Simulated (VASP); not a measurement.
# K2S (Fm-3m) in VASP: single point with PBEsol

Aim: the single point of K2S with PBEsol.

All numbers are computed with VASP 6.6.1; they aren't measurements. Logs are shortened: lines on timing, memory, paths and dates and some standing lists are left out, and cuts for length are marked.

## 1. The cell of the first run

The structure is cubic, space group Fm-3m (No. 225). The conventional cell has a = 7.336 Å, b = 7.336 Å, c = 7.336 Å, α = 90.00°, β = 90.00°, γ = 90.00°. Within 4.2 Å of K (site symmetry -43m) lie 4 S at 3.18 Å and 6 K at 3.67 Å. S (site symmetry m-3m) has 8 K at 3.18 Å within 4.2 Å.

## 2. Single point, PBEsol

INCAR

```
SYSTEM = K2S
  PREC = Accurate
  ENCUT = 500
  EDIFF = 1E-6
  ISMEAR = -1
  SIGMA = 0.1
  LREAL = .FALSE.
  LASPH = .TRUE.
  NELM = 120
  ALGO = Normal
  ISIF = 2
  LWAVE = .FALSE.
  LCHARG = .FALSE.
  GGA = PS
  NBANDS = 19
  GGA_COMPAT = .FALSE.
```

KPOINTS

```
regular mesh
0
G
  10 10 10
  0 0 0
```

POSCAR

```
K2S
1.0
    3.6679106412      3.6679106412      0.0000000000
   -3.6679106412      3.6679106412      0.0000000000
    0.0000000000      3.6679106412      3.6679106412
K S
2 1
Direct
    0.2500000000      0.7500000000      0.5000000000
    0.7500000000      0.2500000000      0.5000000000
    0.0000000000      0.0000000000      0.0000000000
```

Potentials or basis: VASP PAW PBE potentials, release 64 (K_sv, S).

Command:

```bash
> cat potpaw_PBE.64/K_sv/POTCAR potpaw_PBE.64/S/POTCAR > POTCAR
> mpirun -np 1 vasp_std > vasp.out
```

OUTCAR:

```text
SYSTEM = K2S
   PREC = Accurate
   ENCUT = 500
   EDIFF = 1E-6
   ISMEAR = -1
   LREAL = .FALSE.
   LASPH = .TRUE.
   NELM = 120
   ISIF = 2
   GGA = PS

 ion  position               nearest neighbor table
   1  0.250  0.750  0.500-   3 3.18   3 3.18   3 3.18   3 3.18   2 3.67   2 3.67   2 3.67   2 3.67
                             2 3.67   2 3.67
   2  0.750  0.250  0.500-   3 3.18   3 3.18   3 3.18   3 3.18   1 3.67   1 3.67   1 3.67   1 3.67
                             1 3.67   1 3.67
   3  0.000  0.000  0.000-   2 3.18   1 3.18   1 3.18   2 3.18   1 3.18   2 3.18   2 3.18   1 3.18

  LATTYP: Found a face centered cubic cell.
 ALAT       =     7.3358212824

  Lattice vectors:

 A1 = (   0.0000000000,   3.6679106412,   3.6679106412)
 A2 = (   3.6679106412,   0.0000000000,   3.6679106412)
 A3 = (   3.6679106412,   3.6679106412,   0.0000000000)

Analysis of symmetry for initial positions (statically):
=====================================================================
 Subroutine PRICEL returns:
 Original cell was already a primitive cell.

 Routine SETGRP: Setting up the symmetry group for a
 face centered cubic supercell.

 Subroutine GETGRP returns: Found 48 space group operations
 (whereof 48 operations were pure point group operations)
 out of a pool of 48 trial point group operations.

The static configuration has the point symmetry O_h .

Analysis of symmetry for dynamics (positions and initial velocities):
=====================================================================
 Subroutine PRICEL returns:
 Original cell was already a primitive cell.

 Routine SETGRP: Setting up the symmetry group for a
 face centered cubic supercell.

 Subroutine GETGRP returns: Found 48 space group operations
 (whereof 48 operations were pure point group operations)
 out of a pool of 48 trial point group operations.

The dynamic configuration has the point symmetry O_h .

 Subroutine INISYM returns: Found 48 space group operations
 (whereof 48 operations are pure point group operations),
 and found     1 'primitive' translations

----------------------------------------------------------------------------------------

                                     Primitive cell

  volume of cell :      98.6930

  direct lattice vectors                    reciprocal lattice vectors
     3.667910641  3.667910641  0.000000000     0.136317389  0.136317389 -0.136317389
    -3.667910641  3.667910641  0.000000000    -0.136317389  0.136317389 -0.136317389
     0.000000000  3.667910641  3.667910641     0.000000000  0.000000000  0.272634777

  length of vectors
     5.187208974  5.187208974  5.187208974     0.236108643  0.236108643  0.272634777

  position of ions in fractional coordinates (direct lattice)
     0.250000000  0.750000000  0.500000000
     0.750000000  0.250000000  0.500000000
     0.000000000  0.000000000  0.000000000

  ion indices of the primitive-cell ions
   primitive index   ion index
                 1           1
                 2           2
                 3           3

----------------------------------------------------------------------------------------

 KPOINTS: regular mesh

Automatic generation of k-mesh.
 Grid dimensions read from file:
 generate k-points for:   10   10   10

 Generating k-lattice:

  Cartesian coordinates                     Fractional coordinates (reciprocal lattice)
     0.013631739  0.013631739 -0.013631739     0.100000000  0.000000000  0.000000000
    -0.013631739  0.013631739 -0.013631739     0.000000000  0.100000000  0.000000000
     0.000000000  0.000000000  0.027263478     0.000000000  0.000000000  0.100000000

  Length of vectors
     0.023610864  0.023610864  0.027263478

  Shift w.r.t. Gamma in fractional coordinates (k-lattice)
     0.000000000  0.000000000  0.000000000

 Subroutine IBZKPT returns following result:
 ===========================================

 Found     47 irreducible k-points:

 Following reciprocal coordinates:
            Coordinates               Weight
  0.000000  0.000000  0.000000      1.000000
  0.100000  0.000000  0.000000      8.000000
  0.200000  0.000000  0.000000      8.000000
  0.300000  0.000000  0.000000      8.000000
  0.400000  0.000000  0.000000      8.000000
  0.500000  0.000000  0.000000      4.000000
[... 16 lines left out ...]
  0.300000  0.300000  0.000000     12.000000
  0.400000  0.300000  0.000000     24.000000
 [... further k-points ...]
   k-points           NKPTS =     47   k-points in BZ     NKDIM =     47   number of bands    NBANDS=     19
   number of dos      NEDOS =    301   number of ions     NIONS =      3
   total plane-waves  NPLWV =  64000
   dimension x,y,z NGX =    40 NGY =   40 NGZ =   40
   dimension x,y,z NGXF=    80 NGYF=   80 NGZF=   80
   ions per type =               2   1
   NGX,Y,Z   is equivalent  to a cutoff of  12.82, 12.82, 12.82 a.u.
   NGXF,Y,Z  is equivalent  to a cutoff of  25.64, 25.64, 25.64 a.u.
 SYSTEM =  K2S
   PREC   = accura    normal or accurate (medium, high low for compatibility)
   ISTART =      0    job   : 0-new  1-cont  2-samecut
   ICHARG =      2    charge: 1-file 2-atom 10-const
   ISPIN  =      1    spin polarized calculation?
   LNONCOLLINEAR =      F non collinear calculations
   LSORBIT =      F    spin-orbit coupling
   LASPH  =      T    aspherical Exc in radial PAW
   ENCUT  =  500.0 eV  36.75 Ry    6.06 a.u.   9.46  9.46  9.46*2*pi/ulx,y,z
   NELM   =    120;   NELMIN=  2; NELMDL= -5     # of ELM steps
   EDIFF  = 0.1E-05   stopping-criterion for ELM
   LREAL  =      F    real-space projection
   EDIFFG = 0.1E-04   stopping-criterion for IOM
   NSW    =      0    number of steps for IOM
   IBRION =     -1    ionic relax: 0-MD 1-quasi-New 2-CG
   NFREE  =      0    steps in history (QN), initial steepest desc. (CG)
   ISIF   =      2    stress and relaxation
   ISYM   =      2    0-nonsym 1-usesym 2-fastsym
   POTIM  = 0.5000    time-step for ionic-motion
   TEBEG  =    0.0;   TEEND  =   0.0 temperature during run
   PSTRESS=    0.0 pullay stress
   NELECT =      24.0000    total number of electrons
   NUPDOWN=      -1.0000    fix difference up-down
   EMIN   =  10.00;   EMAX   =-10.00  energy-range for DOS
   EFERMI =   0.00;   METHOD = LEGACY
   ISMEAR =    -1;   SIGMA  =   0.10  broadening in eV -4-tet -1-fermi 0-gaus
   EFERMI_NEDOS =   21; number of points for ismear=-14 and -15
   IALGO  =     38    algorithm
   IMIX   =      4    mixing-type and parameters
     AMIX     =   0.40;   BMIX     =  1.00
     AMIX_MAG =   1.60;   BMIX_MAG =  1.00
  volume/ion in A,a.u.               =      32.90       222.00
  Fermi-wavevector in a.u.,A,eV,Ry     =   1.021841  1.930999 14.206636  1.044158
  Thomas-Fermi vector in A             =   2.155487
   LORBIT       =      0    0 simple, 1 ext, 2 COOP (PROOUT), +10 PAW based schemes
   GGA     = PS    functional components
   LHFCALC =     F    Hartree Fock is set to
   AEXX    =    0.0000 exact exchange contribution
   IVDW    =     0    specifies the selected vdW correction
   LEPSILON=     F    determine dielectric tensor
   LRPA    =     F    only Hartree local field effects (RPA)
 non-spin polarized calculation
  energy-cutoff  :      500.00
  volume of cell :       98.69
 maximum number of plane-waves:      2533
 NGX is ok and might be reduce to    40
   NGX = 19   NGY = 19   NGZ = 19

 number of electron      23.9999997 magnetization

 Free energy of the ion-electron system (eV)
  ---------------------------------------------------
  ext. energy  EPLUGINS =         0.00000000
  ---------------------------------------------------
  free energy    TOTEN  =        -9.86356914 eV

  energy without entropy =       -9.86356732  energy(sigma->0) =       -9.86356823

 E-fermi :   1.1096     XC(G=0):  -7.6092

 val. band max:       -0.3535626688   @ k =   0.5000   0.5000   0.0000
 cond. band min:       1.9917539903   @ k =   0.0000   0.0000   0.0000
 fundamental gap:      2.3453166591
 Fermi energy:         1.1095806645

 k-point     1 :       0.0000    0.0000    0.0000
  band No.  band energies     occupation
      1     -29.3338      2.00000
      2     -29.2390      2.00000
      3     -13.0061      2.00000
      4     -13.0061      2.00000
      5     -13.0061      2.00000
      6     -12.7427      2.00000
[... 11 lines left out ...]
     18       7.1919      0.00000
     19       8.1100      0.00000

 k-point     2 :       0.1000    0.0000    0.0000
  band No.  band energies     occupation
      1     -29.3314      2.00000
      2     -29.2413      2.00000
      3     -13.0038      2.00000
      4     -13.0006      2.00000
      5     -13.0006      2.00000
      6     -12.7626      2.00000
[... 11 lines left out ...]
     18       7.2527      0.00000
     19       7.9495      0.00000

 k-point     3 :       0.2000    0.0000    0.0000
  band No.  band energies     occupation
      1     -29.3243      2.00000
      2     -29.2477      2.00000
      3     -12.9988      2.00000
      4     -12.9844      2.00000
      5     -12.9844      2.00000
      6     -12.8118      2.00000
[... 11 lines left out ...]
     18       7.3627      0.00000
     19       7.4537      0.00000

 k-point     4 :       0.3000    0.0000    0.0000
  band No.  band energies     occupation
      1     -29.3135      2.00000
      2     -29.2578      2.00000
      3     -12.9968      2.00000
      4     -12.9583      2.00000
      5     -12.9583      2.00000
      6     -12.8650      2.00000
[... 11 lines left out ...]
     18       7.3684      0.00000
     19       7.3684      0.00000

 k-point     5 :       0.4000    0.0000    0.0000
  band No.  band energies     occupation
      1     -29.3000      2.00000
      2     -29.2707      2.00000
      3     -13.0032      2.00000
      4     -12.9242      2.00000
      5     -12.9242      2.00000
      6     -12.8979      2.00000
[... 11 lines left out ...]
     18       7.2974      0.00000
     19       7.4626      0.00000
[... 334 lines left out ...]
      2     -29.2556      2.00000
      3     -13.0441      2.00000
      4     -13.0342      2.00000
      5     -12.9985      2.00000
      6     -12.8418      2.00000
[... 11 lines left out ...]
     18       7.1187      0.00000
     19       7.6574      0.00000

 k-point    22 :      -0.2000    0.2000    0.0000
  band No.  band energies     occupation
      1     -29.3223      2.00000
      2     -29.2494      2.00000
      3     -13.0308      2.00000
      4     -13.0308      2.00000
      5     -12.9297      2.00000
      6     -12.8915      2.00000
[... 11 lines left out ...]
     18       7.1179      0.00000
     19       7.1603      0.00000

 k-point    23 :       0.3000    0.3000    0.0000
  band No.  band energies     occupation
      1     -29.2910      2.00000
      2     -29.2789      2.00000
      3     -13.1639      2.00000
      4     -13.0092      2.00000
      5     -12.9635      2.00000
      6     -12.8279      2.00000
[... 11 lines left out ...]
     18       6.8794      0.00000
     19       7.9404      0.00000

 k-point    24 :       0.4000    0.3000    0.0000
  band No.  band energies     occupation
      1     -29.2883      2.00000
      2     -29.2813      2.00000
      3     -13.1914      2.00000
      4     -13.0348      2.00000
      5     -13.0079      2.00000
      6     -12.7814      2.00000
[... 11 lines left out ...]
     18       7.1646      0.00000
     19       7.7498      0.00000

 [... further k-points ...]
[... 5 lines left out ...]
  --------------------------------------------------------------------------------------
  -------------------------------------------------------------------------------------
  Total        0.0325316      0.0325316      0.0325316     -0.0000000      0.0000000      0.0000000
  in kB        0.5281160      0.5281160      0.5281160     -0.0000000      0.0000000      0.0000000
  external PRESSURE =       0.5281160 kB  Pullay stress =       0.0000000 kB

 VOLUME and BASIS-vectors are now :
 -----------------------------------------------------------------------------
  energy-cutoff  :      500.00
  volume of cell :       98.69
      direct lattice vectors                 reciprocal lattice vectors
     3.667910641  3.667910641  0.000000000     0.136317389  0.136317389 -0.136317389
    -3.667910641  3.667910641  0.000000000    -0.136317389  0.136317389 -0.136317389
     0.000000000  3.667910641  3.667910641     0.000000000  0.000000000  0.272634777

 POSITION                                       TOTAL-FORCE (eV/Angst)
 -----------------------------------------------------------------------------------
     -1.83396      5.50187      1.83396        -0.000000      0.000000      0.000000
      1.83396      5.50187      1.83396         0.000000     -0.000000     -0.000000
      0.00000      0.00000      0.00000         0.000000     -0.000000      0.000000
 -----------------------------------------------------------------------------------
    total drift:                                0.000000      0.000000      0.000000

  FREE ENERGIE OF THE ION-ELECTRON SYSTEM (eV)
  ---------------------------------------------------
  free  energy   TOTEN  =        -9.8635691449 eV

  energy  without entropy=       -9.8635673176  energy(sigma->0) =       -9.86356823
```

It took 40 s on 1 thread of Intel Xeon 6975P-C (Granite Rapids), shared host; peak memory 0.25 GiB.

Results:

```yaml
Free_energy: -9.8636 eV
Pressure: 0.1 GPa
Band_gap_on_the_k_mesh: 2.35 eV (least direct gap 2.57 eV)
```

Caveat: the PAW data sets were made with another functional, which shifts forces and pressure a little. A k mesh can miss the band edges.
